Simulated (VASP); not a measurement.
# GaSb (F-43m) in VASP: a series of runs, part 2 of 2

VASP 6.6.1. Earlier steps stand in the parts before.

### Step 4. Single point, r2SCAN50

This run uses another cell than the first one, of 28.62 Å³/atom.

Input file POSCAR:

```
GaSb
1.0
    0.0000000000      3.0590000000      3.0590000000
    3.0590000000      0.0000000000      3.0590000000
    3.0590000000      3.0590000000      0.0000000000
Sb Ga
1 1
Direct
    0.7500000000      0.7500000000      0.7500000000
    0.0000000000      0.0000000000      0.0000000000
```

Input file INCAR.step1:

```
SYSTEM = GaSb
PREC = Accurate ; ENCUT = 520
EDIFF = 1E-5 ; ISMEAR = -1
SIGMA = 0.05 ; LREAL = .FALSE.
LASPH = .TRUE. ; NELM = 100
ALGO = Normal ; ISIF = 2
LWAVE = .TRUE. ; LCHARG = .FALSE.
NBANDS = 16 ; GGA = PE
```

Input file INCAR.step2:

```
SYSTEM = GaSb
PREC = Accurate ; ENCUT = 520
EDIFF = 1E-7 ; ISMEAR = -1
SIGMA = 0.05 ; LREAL = .FALSE.
LASPH = .TRUE. ; NELM = 100
ALGO = Normal ; ISIF = 2
LWAVE = .FALSE. ; LCHARG = .FALSE.
METAGGA = R2SCAN ; LHFCALC = .TRUE.
AEXX = 0.5 ; LMIXTAU = .TRUE.
PRECFOCK = Normal ; NBANDS = 16
ISTART = 1
```

Input file KPOINTS:

```
Automatic mesh
0
G
  4 4 4
  0 0 0
```

Potentials or basis: VASP PAW PBE potentials, release 64 (Sb, Ga_d).

Started as:

```sh
$ cat potpaw_PBE.64/Sb/POTCAR potpaw_PBE.64/Ga_d/POTCAR > POTCAR
$ cp INCAR.step1 INCAR
$ mpirun -np 1 vasp_std > vasp.out
$ cp INCAR.step2 INCAR
$ mpirun -np 1 vasp_std > vasp.out
```

OUTCAR:

```text
SYSTEM = GaSb
   PREC = Accurate
   ENCUT = 520
   EDIFF = 1E-7
   ISMEAR = -1
   LREAL = .FALSE.
   LASPH = .TRUE.
   NELM = 100
   ISIF = 2
   METAGGA = R2SCAN
   LHFCALC = .TRUE.
   AEXX = 0.5
   PRECFOCK = Normal
   ISTART = 1

 ion  position               nearest neighbor table
   1  0.750  0.750  0.750-   2 2.65   2 2.65   2 2.65   2 2.65
   2  0.000  0.000  0.000-   1 2.65   1 2.65   1 2.65   1 2.65

  LATTYP: Found a face centered cubic cell.
 ALAT       =     6.1180000000

  Lattice vectors:

 A1 = (   0.0000000000,   3.0590000000,   3.0590000000)
 A2 = (   3.0590000000,   0.0000000000,   3.0590000000)
 A3 = (   3.0590000000,   3.0590000000,   0.0000000000)

Analysis of symmetry for initial positions (statically):
=====================================================================
 Subroutine PRICEL returns:
 Original cell was already a primitive cell.

 Routine SETGRP: Setting up the symmetry group for a
 face centered cubic supercell.

 Subroutine GETGRP returns: Found 24 space group operations
 (whereof 24 operations were pure point group operations)
 out of a pool of 48 trial point group operations.

The static configuration has the point symmetry T_d .

Analysis of symmetry for dynamics (positions and initial velocities):
=====================================================================
 Subroutine PRICEL returns:
 Original cell was already a primitive cell.

 Routine SETGRP: Setting up the symmetry group for a
 face centered cubic supercell.

 Subroutine GETGRP returns: Found 24 space group operations
 (whereof 24 operations were pure point group operations)
 out of a pool of 48 trial point group operations.

The dynamic configuration has the point symmetry T_d .

 Subroutine INISYM returns: Found 24 space group operations
 (whereof 24 operations are pure point group operations),
 and found     1 'primitive' translations

[... 103 lines left out ...]
   LHFCALC =     T    Hartree Fock is set to
   PRECFOCK=normal    Normal, Fast or Accurate (Low or Medium for compatibility)
   ENCUT4O =  -1.0   cutoff for four orbital integrals eV
   NKREDX  =     1    reduce k-point grid by
   NKREDY  =     1    reduce k-point grid by
   NKREDZ  =     1    reduce k-point grid by
   AEXX    =    0.5000 exact exchange contribution
   HFSCREEN=    0.0000 screening length (either q_TF or 0.3 A-1)
   HFSCREENC=   0.0000 screening length for correlation (either q_TF or 0.3 A-1)
   ENCUTFOCK=  -1.0 apply spherical cutoff to Coloumb kernel
   IVDW    =     0    specifies the selected vdW correction
   LEPSILON=     F    determine dielectric tensor
   LRPA    =     F    only Hartree local field effects (RPA)
 non-spin polarized calculation
  energy-cutoff  :      520.00
  volume of cell :       57.25
 maximum number of plane-waves:      1572
  NGX = 28; NGY = 28; NGZ = 28

 number of electron      17.9999986 magnetization

 Free energy of the ion-electron system (eV)
  ---------------------------------------------------
  ext. energy  EPLUGINS =         0.00000000
  ---------------------------------------------------
  free energy    TOTEN  =       -28.69901549 eV

  energy without entropy =      -28.69901549  energy(sigma->0) =      -28.69901549

 E-fermi :   4.1327     XC(G=0):  -5.4679

 val. band max:        3.0983057254   @ k =   0.0000   0.0000   0.0000
 cond. band min:       6.5370117040   @ k =   0.5000   0.0000   0.0000
 fundamental gap:      3.4387059786
 Fermi energy:         4.1326746462

 k-point     1 :       0.0000    0.0000    0.0000
  band No.  band energies     occupation
      1     -17.4930      2.00000
      2     -17.4930      2.00000
      3     -17.4930      2.00000
      4     -17.4351      2.00000
      5     -17.4351      2.00000
      6     -10.5578      2.00000
[... 129 lines left out ...]
      3     -17.4730      2.00000
      4     -17.4402      2.00000
      5     -17.4351      2.00000
      6      -7.4394      2.00000
[... 8 lines left out ...]
     15      17.1708      0.00000
     16      18.6253      0.00000

------------------------ aborting loop because EDIFF is reached ----------------------------------------

  FORCE on cell =-STRESS in cart. coord.  units (eV):
  Direction    XX          YY          ZZ          XY          YZ          ZX
  --------------------------------------------------------------------------------------
  -------------------------------------------------------------------------------------
  Total       -1.3813168     -1.3813168     -1.3813168     -0.0000000      0.0000000      0.0000000
  in kB      -38.6576502    -38.6576502    -38.6576502     -0.0000000      0.0000000      0.0000000
  external PRESSURE =     -38.6576502 kB  Pullay stress =       0.0000000 kB

 VOLUME and BASIS-vectors are now :
 -----------------------------------------------------------------------------
  energy-cutoff  :      520.00
  volume of cell :       57.25
      direct lattice vectors                 reciprocal lattice vectors
     0.000000000  3.059000000  3.059000000    -0.163452109  0.163452109  0.163452109
     3.059000000  0.000000000  3.059000000     0.163452109 -0.163452109  0.163452109
     3.059000000  3.059000000  0.000000000     0.163452109  0.163452109 -0.163452109

 POSITION                                       TOTAL-FORCE (eV/Angst)
 -----------------------------------------------------------------------------------
      4.58850      4.58850      4.58850        -0.000000      0.000000     -0.000000
      0.00000      0.00000      0.00000         0.000000     -0.000000      0.000000
 -----------------------------------------------------------------------------------
    total drift:                                0.000011      0.000006      0.000007

  FREE ENERGIE OF THE ION-ELECTRON SYSTEM (eV)
  ---------------------------------------------------
  free  energy   TOTEN  =       -28.6990154864 eV

  energy  without entropy=      -28.6990154863  energy(sigma->0) =      -28.69901549
```

OUTCAR.step1:

```text
SYSTEM = GaSb
   PREC = Accurate
   ENCUT = 520
   EDIFF = 1E-5
   ISMEAR = -1
   LREAL = .FALSE.
[... 354 lines left out ...]
      4.58850      4.58850      4.58850         0.000000      0.000000      0.000000
      0.00000      0.00000      0.00000        -0.000000     -0.000000     -0.000000
 -----------------------------------------------------------------------------------
    total drift:                               -0.000002     -0.000002     -0.000002

  FREE ENERGIE OF THE ION-ELECTRON SYSTEM (eV)
  ---------------------------------------------------
  free  energy   TOTEN  =        -7.1579170668 eV

  energy  without entropy=       -7.1543799575  energy(sigma->0) =       -7.15614851
```

Wall time 36 min (1 thread of Intel Xeon 8259CL, shared host); peak memory 0.21 GiB.

Results:

```
Free energy            : -28.6990 eV
Pressure               : -3.9 GPa
Band gap on the k mesh : 3.44 eV (least direct gap 3.46 eV)
```

Caveat: the k points lie up to 0.44 Å⁻¹ apart; the PAW data sets were made with another functional, which shifts forces and pressure a little; spin-orbit coupling is left out, which moves the levels of the heavy elements.

### Step 5. Overview

| level | potentials or basis | cell | cutoff (eV) | share of exact exchange | gap on the mesh (eV) | pressure (GPa) |
| --- | --- | --- | --- | --- | --- | --- |
| r2SCAN0 | VASP PAW PBE potentials, release 64 (Sb_d_GW, Ga_d) | a = 4.411 Å, angles 60.0°, 2 atoms | 440 | 0.25 | 1.27 | -3.5 |
| r2SCAN50 | VASP PAW PBE potentials, release 64 (Sb, Ga_d) | a = 4.238 Å, angles 60.0°, 2 atoms | 520 | 0.5 | 3.67 | 0.0 |
| r2SCAN50 | VASP PAW PBE potentials, release 64 (Sb, Ga_d) | a = 4.326 Å, angles 60.0°, 2 atoms | 520 | 0.5 | 3.44 | -3.9 |

Alike in all rows: task single point; no spin polarisation; k mesh 4 × 4 × 4; smearing fermi-dirac 0.05 eV.

Caveats: all runs use coarse meshes; the PAW data sets were made with another functional, which shifts forces and pressure a little; spin-orbit coupling is left out, which moves the levels of the heavy elements.

Total energies depend on the potentials used, so only differences within one code and one set of settings carry meaning.
